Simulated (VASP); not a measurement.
Write the native input for VASP 6.6.1 that does the following.

```
Task                   : single point
Functional             : LDA
Potentials or basis    : VASP PAW LDA potentials, release 64 (B, As)
Cutoff                 : 500 eV
k mesh                 : 10 × 10 × 10
Occupations            : fermi-dirac, width 0.2 eV
Spin                   : no spin polarisation
Dipole correction      : no
Further INCAR settings : ALGO = Normal; EDIFF = 1e-06; NBANDS = 11
```

The structure of BAs lies in POSCAR:

```
BAs
1.0
    0.0000000000      2.3885000000      2.3885000000
    2.3646150000      0.0000000000      2.3885000000
    2.3646150000      2.3885000000      0.0000000000
B As
1 1
Direct
    0.0000000000      0.0000000000      0.0000000000
    0.7500000000      0.7500000000      0.7500000000
```

This cell differs from its parent crystal: strain -0.0100 x Voigt [1, 0, 0, 0, 0, 0].

These files were run (other wordings do the same):

INCAR

```
ALGO = Normal
EDIFF = 1E-6
ENCUT = 500
GGA = CA
GGA_COMPAT = False
ISIF = 2
ISMEAR = -1
LASPH = True
LCHARG = True
LELF = True
LREAL = False
LVHAR = True
LWAVE = False
NBANDS = 11
NELM = 120
PREC = Accurate
SIGMA = 0.2
```

KPOINTS

```
k-points
0
Gamma
  10 10 10
```

Potentials or basis: VASP PAW LDA potentials, release 64 (B, As).

The run is started by

```console
$ cat potpaw_LDA.64/B/POTCAR potpaw_LDA.64/As/POTCAR > POTCAR
$ mpirun -np 1 vasp_std > vasp.out
```

Results of the run:

```
Pressure               : -1.7 GPa
Band gap on the k mesh : 0.96 eV (least direct gap 3.16 eV)
```

Caveat: the cell differs from its parent crystal (strain -0.0100 x Voigt [1, 0, 0, 0, 0, 0]).

Wall time 35 s on 1 thread of Intel(R) Xeon(R) Platinum 8488C (Sapphire Rapids), with other jobs on the host, peak memory 0.16 GiB.
